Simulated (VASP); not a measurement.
# GaP (F-43m) in VASP: single point with HSE06

Aim: the single point of GaP with HSE06.

Program: VASP 6.6.1. These are calculated values, not measurements. Logs are shortened: lines on timing, memory, paths and dates and some standing lists are left out, and cuts for length are marked.

### 1 The cell of the first run

The structure is cubic, space group F-43m (No. 216). Conventional cell: a = 5.451 Å, b = 5.451 Å, c = 5.451 Å, α = 90.00°, β = 90.00°, γ = 90.00°. Ga (site symmetry -43m) has 4 P at 2.36 Å within 3.1 Å. P (site symmetry -43m) has 4 Ga at 2.36 Å within 3.1 Å.

### 2 Single point, HSE06

File POSCAR:

```
GaP
1.0
    0.0000000000      2.7253992947      2.7253992947
    2.7253992947      0.0000000000      2.7253992947
    2.7253992947      2.7253992947      0.0000000000
Ga P
1 1
Direct
    0.0000000000      0.0000000000      0.0000000000
    0.2500000000      0.2500000000      0.2500000000
```

File INCAR.step1:

```
ALGO = Normal ; EDIFF = 1E-5
ENCUT = 520 ; GGA = PE
ISIF = 2 ; ISMEAR = 0
LASPH = T ; LCHARG = F
LREAL = F ; LWAVE = T
NBANDS = 16 ; NELM = 80
PREC = Accurate ; SIGMA = 0.01
```

File INCAR.step2:

```
ALGO = Normal ; EDIFF = 1E-6
ENCUT = 520 ; GGA = PE
HFSCREEN = 0.2079 ; ISIF = 2
ISMEAR = 0 ; ISTART = 1
LASPH = T ; LCHARG = F
LHFCALC = T ; LREAL = F
LWAVE = F ; NBANDS = 16
NELM = 80 ; PREC = Accurate
PRECFOCK = Normal ; SIGMA = 0.01
```

File KPOINTS:

```
k-points
0
Gamma
  6 6 6
```

Potentials or basis: VASP PAW PBE potentials, release 64 (Ga_d, P).

Started as:

```
$ cat potpaw_PBE.64/Ga_d/POTCAR potpaw_PBE.64/P/POTCAR > POTCAR
$ cp INCAR.step1 INCAR
$ mpirun -np 1 vasp_std > vasp.out
$ cp INCAR.step2 INCAR
$ mpirun -np 1 vasp_std > vasp.out
```

OUTCAR:

```text
EDIFF = 1E-6
   ENCUT = 520
   GGA = PE
   HFSCREEN = 0.2079
   ISIF = 2
   ISMEAR = 0
   ISTART = 1
   LASPH = T
   LHFCALC = T
   LREAL = F
   NELM = 80
   PREC = Accurate
   PRECFOCK = Normal

 ion  position               nearest neighbor table
   1  0.000  0.000  0.000-   2 2.36   2 2.36   2 2.36   2 2.36
   2  0.250  0.250  0.250-   1 2.36   1 2.36   1 2.36   1 2.36

  LATTYP: Found a face centered cubic cell.
 ALAT       =     5.4507985894

  Lattice vectors:

 A1 = (   0.0000000000,   2.7253992947,   2.7253992947)
 A2 = (   2.7253992947,   0.0000000000,   2.7253992947)
 A3 = (   2.7253992947,   2.7253992947,   0.0000000000)

Analysis of symmetry for initial positions (statically):
=====================================================================
 Subroutine PRICEL returns:
 Original cell was already a primitive cell.

 Routine SETGRP: Setting up the symmetry group for a
 face centered cubic supercell.

 Subroutine GETGRP returns: Found 24 space group operations
 (whereof 24 operations were pure point group operations)
 out of a pool of 48 trial point group operations.

The static configuration has the point symmetry T_d .

Analysis of symmetry for dynamics (positions and initial velocities):
=====================================================================
 Subroutine PRICEL returns:
 Original cell was already a primitive cell.

 Routine SETGRP: Setting up the symmetry group for a
 face centered cubic supercell.

 Subroutine GETGRP returns: Found 24 space group operations
 (whereof 24 operations were pure point group operations)
 out of a pool of 48 trial point group operations.

The dynamic configuration has the point symmetry T_d .

 Subroutine INISYM returns: Found 24 space group operations
 (whereof 24 operations are pure point group operations),
 and found     1 'primitive' translations

----------------------------------------------------------------------------------------

                                     Primitive cell

  volume of cell :      40.4874

  direct lattice vectors                    reciprocal lattice vectors
     0.000000000  2.725399295  2.725399295    -0.183459356  0.183459356  0.183459356
     2.725399295  0.000000000  2.725399295     0.183459356 -0.183459356  0.183459356
     2.725399295  2.725399295  0.000000000     0.183459356  0.183459356 -0.183459356

  length of vectors
     3.854296645  3.854296645  3.854296645     0.317760926  0.317760926  0.317760926

  position of ions in fractional coordinates (direct lattice)
     0.000000000  0.000000000  0.000000000
     0.250000000  0.250000000  0.250000000

  ion indices of the primitive-cell ions
   primitive index   ion index
                 1           1
                 2           2

----------------------------------------------------------------------------------------

 KPOINTS: k-points

Automatic generation of k-mesh.
 Grid dimensions read from file:
 generate k-points for:    6    6    6

 Generating k-lattice:

  Cartesian coordinates                     Fractional coordinates (reciprocal lattice)
    -0.030576559  0.030576559  0.030576559     0.166666667  0.000000000  0.000000000
     0.030576559 -0.030576559  0.030576559     0.000000000  0.166666667  0.000000000
     0.030576559  0.030576559 -0.030576559     0.000000000  0.000000000  0.166666667

  Length of vectors
     0.052960154  0.052960154  0.052960154

  Shift w.r.t. Gamma in fractional coordinates (k-lattice)
     0.000000000  0.000000000  0.000000000

 Subroutine IBZKPT returns following result:
 ===========================================

 Found     16 irreducible k-points:

 Following reciprocal coordinates:
            Coordinates               Weight
  0.000000  0.000000  0.000000      1.000000
  0.166667  0.000000  0.000000      8.000000
  0.333333  0.000000  0.000000      8.000000
  0.500000  0.000000  0.000000      4.000000
  0.166667  0.166667  0.000000      6.000000
  0.333333  0.166667  0.000000     24.000000
[... 8 lines left out ...]
 -0.333333  0.333333  0.166667     24.000000
 -0.333333  0.500000  0.166667     12.000000
   k-points           NKPTS =     16   k-points in BZ     NKDIM =    216   number of bands    NBANDS=     16
   number of dos      NEDOS =    301   number of ions     NIONS =      2
   total plane-waves  NPLWV =  27000
   dimension x,y,z NGX =    30 NGY =   30 NGZ =   30
   dimension x,y,z NGXF=    60 NGYF=   60 NGZF=   60
   ions per type =               1   1
   NGX,Y,Z   is equivalent  to a cutoff of  12.94, 12.94, 12.94 a.u.
   NGXF,Y,Z  is equivalent  to a cutoff of  25.88, 25.88, 25.88 a.u.
 SYSTEM =  unknown system
   PREC   = accura    normal or accurate (medium, high low for compatibility)
   ISTART =      1    job   : 0-new  1-cont  2-samecut
   ICHARG =      0    charge: 1-file 2-atom 10-const
   ISPIN  =      1    spin polarized calculation?
   LNONCOLLINEAR =      F non collinear calculations
   LSORBIT =      F    spin-orbit coupling
   LASPH  =      T    aspherical Exc in radial PAW
   ENCUT  =  520.0 eV  38.22 Ry    6.18 a.u.   7.17  7.17  7.17*2*pi/ulx,y,z
   NELM   =     80;   NELMIN=  2; NELMDL=  0     # of ELM steps
   EDIFF  = 0.1E-05   stopping-criterion for ELM
   LREAL  =      F    real-space projection
   EDIFFG = 0.1E-04   stopping-criterion for IOM
   NSW    =      0    number of steps for IOM
   IBRION =     -1    ionic relax: 0-MD 1-quasi-New 2-CG
   NFREE  =      0    steps in history (QN), initial steepest desc. (CG)
   ISIF   =      2    stress and relaxation
   ISYM   =      3    0-nonsym 1-usesym 2-fastsym
   POTIM  = 0.5000    time-step for ionic-motion
   TEBEG  =    0.0;   TEEND  =   0.0 temperature during run
   PSTRESS=    0.0 pullay stress
   NELECT =      18.0000    total number of electrons
   NUPDOWN=      -1.0000    fix difference up-down
   EMIN   =  10.00;   EMAX   =-10.00  energy-range for DOS
   EFERMI =   0.00;   METHOD = LEGACY
   ISMEAR =     0;   SIGMA  =   0.01  broadening in eV -4-tet -1-fermi 0-gaus
   EFERMI_NEDOS =   21; number of points for ismear=-14 and -15
   IALGO  =     38    algorithm
   IMIX   =      1    mixing-type and parameters
     AMIX     =   0.40;   BMIX     =  1.00
     AMIX_MAG =   1.60;   BMIX_MAG =  1.00
  volume/ion in A,a.u.               =      20.24       136.61
  Fermi-wavevector in a.u.,A,eV,Ry     =   1.249469  2.361154 21.241049  1.561173
  Thomas-Fermi vector in A             =   2.383508
   LORBIT       =      0    0 simple, 1 ext, 2 COOP (PROOUT), +10 PAW based schemes
   GGA     = PE    functional components
   LHFCALC =     T    Hartree Fock is set to
   PRECFOCK=normal    Normal, Fast or Accurate (Low or Medium for compatibility)
   ENCUT4O =  -1.0   cutoff for four orbital integrals eV
   NKREDX  =     1    reduce k-point grid by
   NKREDY  =     1    reduce k-point grid by
   NKREDZ  =     1    reduce k-point grid by
   AEXX    =    0.2500 exact exchange contribution
   HFSCREEN=    0.2079 screening length (either q_TF or 0.3 A-1)
   HFSCREENC=   0.2079 screening length for correlation (either q_TF or 0.3 A-1)
   ENCUTFOCK=  -1.0 apply spherical cutoff to Coloumb kernel
   IVDW    =     0    specifies the selected vdW correction
   LEPSILON=     F    determine dielectric tensor
   LRPA    =     F    only Hartree local field effects (RPA)
 non-spin polarized calculation
 Gauss-broadening in eV      SIGMA  =   0.01
  energy-cutoff  :      520.00
  volume of cell :       40.49
 maximum number of plane-waves:      1113
 NGX is ok and might be reduce to    30
  NGX = 24; NGY = 24; NGZ = 24

 number of electron      17.9999989 magnetization

 Free energy of the ion-electron system (eV)
  ---------------------------------------------------
  ext. energy  EPLUGINS =         0.00000000
  ---------------------------------------------------
  free energy    TOTEN  =       -10.78003050 eV

  energy without entropy =      -10.78003050  energy(sigma->0) =      -10.78003050

 E-fermi :   4.3282     XC(G=0):  -8.1557

 val. band max:        4.2139292705   @ k =   0.0000   0.0000   0.0000
 cond. band min:       6.5067517541   @ k =   0.5000   0.5000   0.0000
 fundamental gap:      2.2928224835
 Fermi energy:         4.3281906807

 k-point     1 :       0.0000    0.0000    0.0000
  band No.  band energies     occupation
      1     -12.8399      2.00000
      2     -12.8399      2.00000
      3     -12.8399      2.00000
      4     -12.7389      2.00000
      5     -12.7389      2.00000
      6      -9.5650      2.00000
[... 8 lines left out ...]
     15      15.1161      0.00000
     16      15.1161      0.00000

 k-point     2 :       0.1667    0.0000    0.0000
  band No.  band energies     occupation
      1     -12.8548      2.00000
      2     -12.8327      2.00000
      3     -12.8327      2.00000
      4     -12.7389      2.00000
      5     -12.7389      2.00000
      6      -9.1834      2.00000
[... 8 lines left out ...]
     15      14.2143      0.00000
     16      15.3619      0.00000

 k-point     3 :       0.3333    0.0000    0.0000
  band No.  band energies     occupation
      1     -12.8833      2.00000
      2     -12.8207      2.00000
      3     -12.8207      2.00000
      4     -12.7363      2.00000
      5     -12.7363      2.00000
      6      -8.1606      2.00000
[... 8 lines left out ...]
     15      14.9744      0.00000
     16      14.9744      0.00000

 k-point     4 :       0.5000    0.0000    0.0000
  band No.  band energies     occupation
      1     -12.8971      2.00000
      2     -12.8163      2.00000
      3     -12.8163      2.00000
      4     -12.7334      2.00000
      5     -12.7334      2.00000
      6      -7.3383      2.00000
[... 8 lines left out ...]
     15      17.2104      0.00000
     16      17.2104      0.00000
[... 172 lines left out ...]
 k-point    14 :       0.5000    0.3333    0.1667
  band No.  band energies     occupation
      1     -12.9042      2.00000
      2     -12.8080      2.00000
      3     -12.7980      2.00000
      4     -12.7516      2.00000
      5     -12.7297      2.00000
      6      -7.3165      2.00000
[... 8 lines left out ...]
     15      17.3445      0.00000
     16      18.9125      0.00000

 k-point    15 :      -0.3333    0.3333    0.1667
  band No.  band energies     occupation
      1     -12.9085      2.00000
      2     -12.8079      2.00000
      3     -12.7915      2.00000
      4     -12.7490      2.00000
      5     -12.7324      2.00000
      6      -6.6171      2.00000
[... 8 lines left out ...]
     15      18.0282      0.00000
     16      18.3445      0.00000

 k-point    16 :      -0.3333    0.5000    0.1667
  band No.  band energies     occupation
      1     -12.9190      2.00000
      2     -12.7980      2.00000
      3     -12.7833      2.00000
      4     -12.7583      2.00000
      5     -12.7274      2.00000
      6      -6.2922      2.00000
[... 8 lines left out ...]
     15      17.5064      0.00000
     16      19.2683      0.00000

------------------------ aborting loop because EDIFF is reached ----------------------------------------

  FORCE on cell =-STRESS in cart. coord.  units (eV):
  Direction    XX          YY          ZZ          XY          YZ          ZX
  --------------------------------------------------------------------------------------
  -------------------------------------------------------------------------------------
  Total        0.1395202      0.1395202      0.1395202      0.0000000      0.0000000      0.0000000
  in kB        5.5211209      5.5211209      5.5211209      0.0000000      0.0000000      0.0000000
  external PRESSURE =       5.5211209 kB  Pullay stress =       0.0000000 kB

 VOLUME and BASIS-vectors are now :
 -----------------------------------------------------------------------------
  energy-cutoff  :      520.00
  volume of cell :       40.49
      direct lattice vectors                 reciprocal lattice vectors
     0.000000000  2.725399295  2.725399295    -0.183459356  0.183459356  0.183459356
     2.725399295  0.000000000  2.725399295     0.183459356 -0.183459356  0.183459356
     2.725399295  2.725399295  0.000000000     0.183459356  0.183459356 -0.183459356

 POSITION                                       TOTAL-FORCE (eV/Angst)
 -----------------------------------------------------------------------------------
      0.00000      0.00000      0.00000        -0.000000      0.000000     -0.000000
      1.36270      1.36270      1.36270         0.000000     -0.000000      0.000000
 -----------------------------------------------------------------------------------
    total drift:                               -0.000039     -0.000037     -0.000028

  FREE ENERGIE OF THE ION-ELECTRON SYSTEM (eV)
  ---------------------------------------------------
  free  energy   TOTEN  =       -10.7800304997 eV

  energy  without entropy=      -10.7800304997  energy(sigma->0) =      -10.78003050
```

Wall time 20 min (1 thread of Intel Xeon 6975P-C (Granite Rapids), shared host); peak memory 0.29 GiB.

What came out:

```
Free energy            : -10.7800 eV
Pressure               : 0.6 GPa
Band gap on the k mesh : 2.29 eV (least direct gap 2.79 eV)
```

Levels at points of the mesh, in eV from the valence-band top:
```tsv
k point	band 5	band 6	band 7	band 8	band 9	band 10	band 11	band 12	band 13	band 14
(0.00, 0.00, 0.00)	-16.95	-13.78	0.00	0.00	0.00	2.79	4.77	4.77	4.77	9.86
(0.50, 0.00, 0.00)	-16.95	-11.55	-7.23	-1.21	-1.21	2.51	5.62	5.62	9.26	12.15
(0.50, 0.50, 0.00)	-16.93	-10.58	-7.33	-2.92	-2.92	2.29	2.56	12.06	12.06	12.57
```

Caveat: the PAW data sets were made with another functional, which shifts forces and pressure a little.
